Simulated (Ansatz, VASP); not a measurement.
## One calculation of AlN, two programs

File INCAR:

```
ALGO     = Normal         # electronic algorithm
EDIFF    = 1E-6           # SCF threshold, eV
ENCUT    = 520            # plane-wave cutoff, eV
GGA      = PE             # functional
ISIF     = 2              # what is computed and relaxed
ISMEAR   = 0              # smearing method
LASPH    = True           # aspherical terms in the spheres
LCHARG   = False          # write CHGCAR
LREAL    = False          # projectors in reciprocal space
LWAVE    = False          # write WAVECAR
NBANDS   = 26             # bands
NELM     = 100            # most SCF steps
PREC     = Accurate       # precision mode
SIGMA    = 0.05           # smearing width, eV
```

File KPOINTS:

```
k-points
0
Gamma
  8 8 8
```

File POSCAR:

```
AlN
1.0
   -3.1302395627      0.0000000000      0.0000000000
    0.0000000000      5.4217339625      0.0000000000
    1.5651197814     -2.7108669813     -5.0179796546
Al N
4 4
Direct
    0.9847597447      0.3324689746      0.9982712825
    0.4847597447      0.8324689746      0.9982712825
    0.2635115378      0.9158023079      0.4982712825
    0.7635115378      0.4158023079      0.4982712825
    0.8210840215      0.1416976921      0.6167287175
    0.3210840215      0.6416976921      0.6167287175
    0.0456446960      0.7250310254      0.1167287175
    0.5456446960      0.2250310254      0.1167287175
```

Input for Ansatz:

```yaml
crystal:
  lattice:
    - [-3.1302395627, 0.0, 0.0]
    - [0.0, 5.4217339625, 0.0]
    - [1.5651197814, -2.7108669813, -5.0179796546]
  atoms:
    - { symbol: Al, position: [0.9847597447, 0.3324689746, 0.9982712825] }
    - { symbol: Al, position: [0.4847597447, 0.8324689746, 0.9982712825] }
    - { symbol: Al, position: [0.2635115378, 0.9158023079, 0.4982712825] }
    - { symbol: Al, position: [0.7635115378, 0.4158023079, 0.4982712825] }
    - { symbol: "N", position: [0.8210840215, 0.1416976921, 0.6167287175] }
    - { symbol: "N", position: [0.3210840215, 0.6416976921, 0.6167287175] }
    - { symbol: "N", position: [0.045644696, 0.7250310254, 0.1167287175] }
    - { symbol: "N", position: [0.545644696, 0.2250310254, 0.1167287175] }
basis:
  ecutwfc: 420
kpoints:
  mp_grid: { grid: [8, 8, 8] }
hamiltonian:
  xc: pbe
scf:
  occupations: { method: gaussian, width: 0.05 }
output:
  forces: true
  stress: true
  eigenvalues: true
```

Change from the starting cell: mode 4 (236.4 1/cm) frozen in, largest displacement +0.045 Å.

Alike in both runs: task single point; functional PBE; k mesh 8 × 8 × 8; occupations gaussian, width 0.05 eV; no spin polarisation.

|  | VASP | Ansatz |
| --- | --- | --- |
| version | VASP 6.6.1 | Ansatz 0.2.0 |
| potentials or method | VASP PAW PBE potentials, release 64 (Al, N), cutoff 520 eV | scalar-relativistic, plane waves, PAW |
| valence electrons in the cell | 32 | 32 |

Ansatz gave:

- gap on the k mesh at the Fermi level (eV): 4.01
- least direct gap on the mesh (eV): 4.01
- pressure (GPa): 0.0
- traceless stress, the component that is largest in VASP (GPa): 0.17
- rms of the force components (eV/Å): 0.112

Problem. Which values does VASP return?

Solution. gap on the k mesh at the Fermi level (eV): 4.02; least direct gap on the mesh (eV): 4.02; pressure (GPa): -0.3; traceless stress, the component that is largest in VASP (GPa): 0.18; rms of the force components (eV/Å): 0.113.

Atom by atom the forces differ by 0.001 eV/Å (rms over components).
